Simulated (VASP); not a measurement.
Here is a VASP 6.6.1 calculation.

Contents of INCAR:

```
ALGO = Normal
EDIFF = 1E-6
ENCUT = 520
GGA = PE
ISIF = 2
ISMEAR = 0
LASPH = T
LCHARG = T
LELF = T
LREAL = F
LVHAR = T
LWAVE = F
NBANDS = 30
NELM = 100
PREC = Accurate
SIGMA = 0.05
```

File KPOINTS:

```
k-points
0
Gamma
  10 10 5
```

POSCAR

```
GaCo
1.0
    2.8780000000      0.0000000000      0.0000000000
    0.0000000000      2.8780000000      0.0000000000
    0.0000000000      0.0000000000      5.7560000000
Ga Co
2 2
Direct
    0.5000000000      0.5000000000      0.2500000000
    0.5000000000      0.5000000000      0.7500000000
    0.0000000000      0.0000000000      0.0000000000
    0.0000000000      0.0000000000      0.5000000000
```

Potentials or basis: VASP PAW PBE potentials, release 64 (Ga_d, Co).

The run is started by

```sh
$ cat potpaw_PBE.64/Ga_d/POTCAR potpaw_PBE.64/Co/POTCAR > POTCAR
$ mpirun -np 1 vasp_std > vasp.out
```

(1) Estimate the pressure.

(2) What does it give for the band gap on the k mesh?

## Answers

(1) 0.8 GPa.

(2) zero (bands 22 and 23 overlap by 0.46 eV).

Caveat: the run has no spin polarisation, though such a crystal can be magnetic.
